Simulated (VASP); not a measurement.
# Si3N4 in VASP: a series of runs

The runs below take Si3N4 through single point, with PBE.

Everything below comes from runs of VASP 6.6.1. Logs are shortened: lines on timing, memory, paths and dates and some standing lists are left out, and cuts for length are marked.

## Step 1: The cell of the first run

The cell holds an amorphous packing of atoms, 21 atoms: a = 6.463 Å, b = 6.267 Å, c = 5.985 Å, α = 85.43°, β = 84.83°, γ = 85.47°.

## Step 2: Single point, PBE

INCAR

```
SYSTEM = Si3N4
  ALGO = Normal
  EDIFF = 1E-6
  ENCUT = 520
  GGA = PE
  ISIF = 2
  ISMEAR = -1
  ISYM = 0
  LASPH = .True.
  LCHARG = .False.
  LREAL = Auto
  LWAVE = .False.
  NBANDS = 64
  NELM = 60
  PREC = Accurate
  SIGMA = 0.3447
```

KPOINTS

```
Automatic mesh
0
Gamma
  1 1 1
  0.25 0.25 0.25
```

POSCAR

```
Si3N4
1.0
    6.4521200000      0.2464290000      0.2758340000
    0.2464290000      6.2576870000      0.2386670000
    0.2758340000      0.2386670000      5.9735200000
Si N
9 12
Direct
    1.0078599773      0.6805409494      0.7491225080
    0.3272475038      1.0023831273      0.5231173978
    0.1385169171      0.4660805849      0.4180175625
    0.6209626206      0.6420092774      0.3032329294
    0.6818488527      0.0931784095      0.6111919425
    0.5527339345      0.5431488998      0.8812970358
    0.9600183037      0.2845900596     -0.0776138599
    0.5984425654      0.1418221728      0.0248615424
    0.0415173582     -0.0497959715      0.3144905778
    0.1418352423      0.4274770183      0.7280910351
    0.2307513093      0.5072630299      0.1585175906
    0.5727839270      0.0585555206      0.3935286812
   -0.0545641321      1.0439524836      0.0550989426
    0.1191386163      0.1819507707      0.4012319159
    0.8901765945      0.9105514148      0.5511231995
    0.5304785335      0.6202489592      0.6059315154
    0.4170643527      1.0452868095      0.8991631407
    0.4480936606      0.4067283975      1.0677627072
    0.7078746935      0.2997661249      0.7917750020
    0.2063671618      0.7836358212      0.6151225592
    0.8567338950      0.5628628447     -0.0259381610
```

Potentials or basis: VASP PAW PBE potentials, release 64 (Si, N).

Run with:

```sh
cat potpaw_PBE.64/Si/POTCAR potpaw_PBE.64/N/POTCAR > POTCAR
mpirun -np 1 vasp_std > vasp.out
```

OUTCAR:

```text
SYSTEM = Si3N4
   EDIFF = 1E-6
   ENCUT = 520
   GGA = PE
   ISIF = 2
   ISMEAR = -1
   ISYM = 0
   LASPH = .True.
   LREAL = Auto
   NELM = 60
   PREC = Accurate

 ion  position               nearest neighbor table
   1  0.008  0.681  0.749-  20 1.60  21 1.74  10 1.75  15 1.94   3 2.53   7 2.64   9 2.99   2 3.14
                             6 3.14
   2  0.327  0.002  0.523-  20 1.66  12 1.75  14 1.85   9 2.38  17 2.41   5 2.51   3 3.10   4 3.13
                             1 3.14
   3  0.139  0.466  0.418-  11 1.62  14 1.81  10 1.85   1 2.53   9 3.07   2 3.10
   4  0.621  0.642  0.303-  16 1.85  21 2.44   6 2.73   2 3.13
   5  0.682  0.093  0.611-  12 1.57  15 1.73  19 1.78  17 2.34   2 2.51   8 2.52   9 2.92   7 3.07

   6  0.553  0.543  0.881-  18 1.50  16 1.70  19 1.85  21 2.10   8 2.60   4 2.73   7 3.00   1 3.14

   7  0.960  0.285  0.922-  13 1.65  10 1.81  21 1.86  19 1.86   8 2.57   1 2.64   6 3.00   5 3.07
                             9 3.07
   8  0.598  0.142  0.025-  17 1.63  19 1.77  18 1.88  12 2.22  13 2.30   5 2.52   7 2.57   6 2.60

   9  0.042  0.950  0.314-  15 1.66  14 1.71  13 1.76  20 2.31   2 2.38   5 2.92   1 2.99   7 3.07
                             3 3.07
  10  0.142  0.427  0.728-   1 1.75   7 1.81   3 1.85
  11  0.231  0.507  0.159-  18 1.56   3 1.62
  12  0.573  0.059  0.394-   5 1.57   2 1.75   8 2.22
  13  0.945  0.044  0.055-   7 1.65   9 1.76   8 2.30
  14  0.119  0.182  0.401-   9 1.71   3 1.81   2 1.85
  15  0.890  0.911  0.551-   9 1.66   5 1.73   1 1.94
  16  0.530  0.620  0.606-   6 1.70   4 1.85
  17  0.417  0.045  0.899-   8 1.63   5 2.34   2 2.41
  18  0.448  0.407  0.068-   6 1.50  11 1.56   8 1.88
  19  0.708  0.300  0.792-   8 1.77   5 1.78   6 1.85   7 1.86
  20  0.206  0.784  0.615-   1 1.60   2 1.66   9 2.31
  21  0.857  0.563  0.974-   1 1.74   7 1.86   6 2.10   4 2.44

IMPORTANT INFORMATION: All symmetrisations will be switched off!
NOSYMM: (Re-)initialisation of all symmetry stuff for point group C_1.

----------------------------------------------------------------------------------------

                                     Primitive cell

  volume of cell :     240.0090

  direct lattice vectors                    reciprocal lattice vectors
     6.452120000  0.246429000  0.275834000     0.155508572 -0.005859014 -0.006946691
     0.246429000  6.257687000  0.238667000    -0.005859014  0.160268089 -0.006132831
     0.275834000  0.238667000  5.973520000    -0.006946691 -0.006132831  0.167971286

  length of vectors
     6.462713373  6.267083515  5.984645981     0.155773876  0.160492367  0.168226696

  position of ions in fractional coordinates (direct lattice)
     0.007859977  0.680540949  0.749122508
     0.327247504  0.002383127  0.523117398
     0.138516917  0.466080585  0.418017562
     0.620962621  0.642009277  0.303232929
[... 99 lines left out ...]
   PSTRESS=    0.0 pullay stress
   NELECT =      96.0000    total number of electrons
   NUPDOWN=      -1.0000    fix difference up-down
   EMIN   =  10.00;   EMAX   =-10.00  energy-range for DOS
   EFERMI =   0.00;   METHOD = LEGACY
   ISMEAR =    -1;   SIGMA  =   0.34  broadening in eV -4-tet -1-fermi 0-gaus
   EFERMI_NEDOS =   21; number of points for ismear=-14 and -15
   IALGO  =     38    algorithm
   IMIX   =      4    mixing-type and parameters
     AMIX     =   0.40;   BMIX     =  1.00
     AMIX_MAG =   1.60;   BMIX_MAG =  1.00
  volume/ion in A,a.u.               =      11.43        77.13
  Fermi-wavevector in a.u.,A,eV,Ry     =   1.206209  2.279405 19.795678  1.454941
  Thomas-Fermi vector in A             =   2.341883
   LORBIT       =      0    0 simple, 1 ext, 2 COOP (PROOUT), +10 PAW based schemes
   GGA     = PE    functional components
   LHFCALC =     F    Hartree Fock is set to
   AEXX    =    0.0000 exact exchange contribution
   IVDW    =     0    specifies the selected vdW correction
   LEPSILON=     F    determine dielectric tensor
   LRPA    =     F    only Hartree local field effects (RPA)
 non-spin polarized calculation
  energy-cutoff  :      520.00
  volume of cell :      240.01
 maximum number of plane-waves:      6475
 NGX is ok and might be reduce to    48
   NGX = 25   NGY = 23   NGZ = 23

 number of electron      95.9999998 magnetization

 Free energy of the ion-electron system (eV)
  ---------------------------------------------------
  ext. energy  EPLUGINS =         0.00000000
  ---------------------------------------------------
  free energy    TOTEN  =      -138.95043436 eV

  energy without entropy =     -136.91719526  energy(sigma->0) =     -137.93381481

 E-fermi :   6.8207     XC(G=0): -10.5888

 val. band max:        6.5507828112   @ k =   0.2500   0.2500   0.2500
 cond. band min:       6.9412143361   @ k =   0.2500   0.2500   0.2500
 fundamental gap:      0.3904315249
 Fermi energy:         6.8206748405

 k-point     1 :       0.2500    0.2500    0.2500
  band No.  band energies     occupation
      1     -12.7986      2.00000
      2     -11.8187      2.00000
      3     -11.3457      2.00000
      4     -10.6036      2.00000
      5     -10.2319      2.00000
      6      -9.5597      2.00000
[... 52 lines left out ...]
     59      10.8160      0.00002
     60      10.9858      0.00001
 [bands above 60 left out]

------------------------ aborting loop because EDIFF is reached ----------------------------------------

  FORCE on cell =-STRESS in cart. coord.  units (eV):
  Direction    XX          YY          ZZ          XY          YZ          ZX
  --------------------------------------------------------------------------------------
  -------------------------------------------------------------------------------------
  Total       20.7792461     18.9217781      7.7393392     18.9096581     -1.8436762     -3.9552195
  in kB      138.7116202    126.3121140     51.6638706    126.2312065    -12.3074391    -26.4030229
  external PRESSURE =     105.5625350 kB  Pullay stress =       0.0000000 kB

 VOLUME and BASIS-vectors are now :
 -----------------------------------------------------------------------------
  energy-cutoff  :      520.00
  volume of cell :      240.01
      direct lattice vectors                 reciprocal lattice vectors
     6.452120000  0.246429000  0.275834000     0.155508572 -0.005859014 -0.006946691
     0.246429000  6.257687000  0.238667000    -0.005859014  0.160268089 -0.006132831
     0.275834000  0.238667000  5.973520000    -0.006946691 -0.006132831  0.167971286

 POSITION                                       TOTAL-FORCE (eV/Angst)
 -----------------------------------------------------------------------------------
      0.42505      4.43934      4.63949        -2.535226     -0.297011      1.390183
      2.25632      0.22041      3.21569         0.235086      2.390310      1.264474
      1.12389      3.05049      2.64648        -0.988282     -2.689483      3.021368
      4.24838      4.24289      2.13588         0.074068      0.360448      2.749565
      4.59092      0.89698      3.86128         1.496127      0.036337      4.440693
      3.94325      3.74540      5.54654         6.797417      5.127996     -8.244113
[... 13 lines left out ...]
      1.69429      5.10141      3.91840         4.496098      1.869689     -1.527896
      5.93513      3.96582      6.18923        -2.424408      1.437631      0.482818
 -----------------------------------------------------------------------------------
    total drift:                               -0.002076     -0.002147     -0.003415

  FREE ENERGIE OF THE ION-ELECTRON SYSTEM (eV)
  ---------------------------------------------------
  free  energy   TOTEN  =      -138.9504343574 eV

  energy  without entropy=     -136.9171952562  energy(sigma->0) =     -137.93381481
```

OSZICAR:

```text
N       E                     dE             d eps       ncg     rms          rms(c)
DAV:   1     0.448982562904E+03    0.44898E+03   -0.46464E+04   128   0.138E+03
DAV:   2    -0.113965549597E+03   -0.56295E+03   -0.52955E+03   152   0.279E+02
DAV:   3    -0.163596514347E+03   -0.49631E+02   -0.48573E+02   160   0.820E+01
DAV:   4    -0.164617776066E+03   -0.10213E+01   -0.10144E+01   152   0.128E+01
DAV:   5    -0.164645695259E+03   -0.27919E-01   -0.27899E-01   160   0.196E+00    0.350E+01
DAV:   6    -0.140641835398E+03    0.24004E+02   -0.10990E+02   160   0.353E+01    0.178E+01
DAV:   7    -0.139414908911E+03    0.12269E+01   -0.13805E+01   160   0.141E+01    0.914E+00
DAV:   8    -0.139056366972E+03    0.35854E+00   -0.23844E+00   176   0.791E+00    0.531E+00
DAV:   9    -0.138957738844E+03    0.98628E-01   -0.68395E-01   160   0.382E+00    0.186E+00
DAV:  10    -0.138952966861E+03    0.47720E-02   -0.18730E-01   160   0.210E+00    0.997E-01
DAV:  11    -0.138949444390E+03    0.35225E-02   -0.35376E-02   160   0.937E-01    0.610E-01
DAV:  12    -0.138950028970E+03   -0.58458E-03   -0.65973E-03   152   0.388E-01    0.295E-01
DAV:  13    -0.138950404695E+03   -0.37573E-03   -0.17607E-03   160   0.204E-01    0.103E-01
DAV:  14    -0.138950425353E+03   -0.20658E-04   -0.31591E-04   160   0.895E-02    0.514E-02
DAV:  15    -0.138950429185E+03   -0.38319E-05   -0.10767E-04   144   0.448E-02    0.218E-02
DAV:  16    -0.138950432903E+03   -0.37180E-05   -0.22167E-05   152   0.228E-02    0.801E-03
DAV:  17    -0.138950434176E+03   -0.12736E-05   -0.67739E-06   144   0.110E-02    0.403E-03
DAV:  18    -0.138950434357E+03   -0.18119E-06   -0.47060E-07    88   0.403E-03
   1 F= -.13895043E+03 E0= -.13793381E+03  d E =-.203324E+01
```

stdout:

```text
POSCAR found type information on POSCAR SiN
 POSCAR found :  2 types and      21 ions
 scaLAPACK will be used
 LDA part: xc-table for (Slater+PW92), standard interpolation
 POSCAR, INCAR and KPOINTS ok, starting setup
 FFT: planning ... GRIDC
 FFT: planning ... GRID_SOFT
 FFT: planning ... GRID
 WAVECAR not read
 entering main loop
```

Run time: 27 s. Hardware: 1 thread of AMD EPYC 9R45 (Zen 5), shared host; peak memory 0.27 GiB.

What came out:

```yaml
Free_energy: -138.9504 eV
Pressure: 10.6 GPa
Largest_force: 11.852 eV/Å
Band_gap_on_the_k_mesh: 0.39 eV
```

Forces in eV/Å, atoms in the order of the input:
```
Si  -2.535 -0.297  1.390
Si   0.235  2.390  1.264
Si  -0.988 -2.689  3.021
Si   0.074  0.360  2.750
Si   1.496  0.036  4.441
Si   6.797  5.128 -8.244
Si   0.868  3.764 -2.356
Si  -0.460 -0.080  3.418
Si  -0.372  0.264 -2.994
N   -0.714 -1.682 -1.375
N    3.156  0.722 -3.134
N   -4.563  0.529 -4.811
N   -1.987 -0.850  0.773
N    2.945 -0.081  1.575
N   -2.864 -2.366  3.987
N    0.104  0.604 -2.412
N   -0.004 -3.390 -3.407
N   -5.983 -3.170  8.415
N    2.721 -2.501 -1.257
N    4.496  1.870 -1.528
N   -2.424  1.438  0.483
```

Stress tensor (GPa, compression positive):
```
13.87 12.62 -2.64
12.62 12.63 -1.23
-2.64 -1.23  5.17
```

Caveat: the k points lie up to 1.06 Å⁻¹ apart.

[end of part 1 of 2]
